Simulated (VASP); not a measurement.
Crystal: Ti.

```
Ti
1.0
     4.63830    0.00000    0.00000
    -2.31915    4.01689    0.00000
     0.00000    0.00000    2.84328
Ti
3
Cartesian
  0.0000 0.0000 0.0000
  0.0000 2.6779 1.4216
  2.3191 1.3390 1.4216
```

This isn't the form of Ti at room conditions, which is hcp.

| Item | Value |
| --- | --- |
| Program | VASP 6.6.1 |
| Task | relaxation of cell and atoms |
| Functional | PBE |
| Potentials or basis | VASP PAW PBE potentials, release 64 (Ti_sv) |
| Cutoff | 600 eV |
| k mesh | 8 × 8 × 11 |
| Occupations | fermi-dirac, width 0.1 eV |
| Spin | no spin polarisation |

At the start: pressure -3.2 GPa; volume 17.66 Å³/atom.

Question: Where does the relaxation end?

Answer: Over 4 steps the energy falls by 5.9 meV/atom and the volume is 17.12 Å³/atom (-3.0 %); space group P6/mmm (No. 191, to 0.1 Å) before and after.

The path:
| step | energy change (eV) | largest force (eV/Å) | pressure (GPa) | volume (Å³) |
| --- | --- | --- | --- | --- |
| 1 | 0.0000 | 0.0000 | -3.19 | 52.97 |
| 2 | -0.0102 | 0.0000 | 2.37 | 50.32 |
| 3 | -0.0174 | 0.0000 | 0.07 | 51.34 |
| 4 | -0.0178 | 0.0000 | 0.01 | 51.36 |

Final structure:
```cif
data_structure
_symmetry_space_group_name_H-M 'P 1'
_symmetry_Int_Tables_number 1
_cell_length_a 4.5782
_cell_length_b 4.5782
_cell_length_c 2.8294
_cell_angle_alpha 90.000
_cell_angle_beta 90.000
_cell_angle_gamma 120.000
_cell_volume 51.36
loop_
_atom_site_label
_atom_site_type_symbol
_atom_site_fract_x
_atom_site_fract_y
_atom_site_fract_z
_atom_site_occupancy
Ti1 Ti 0.00000 0.00000 0.00000 1
Ti2 Ti 0.33333 0.66667 0.50000 1
Ti3 Ti 0.66667 0.33333 0.50000 1
```
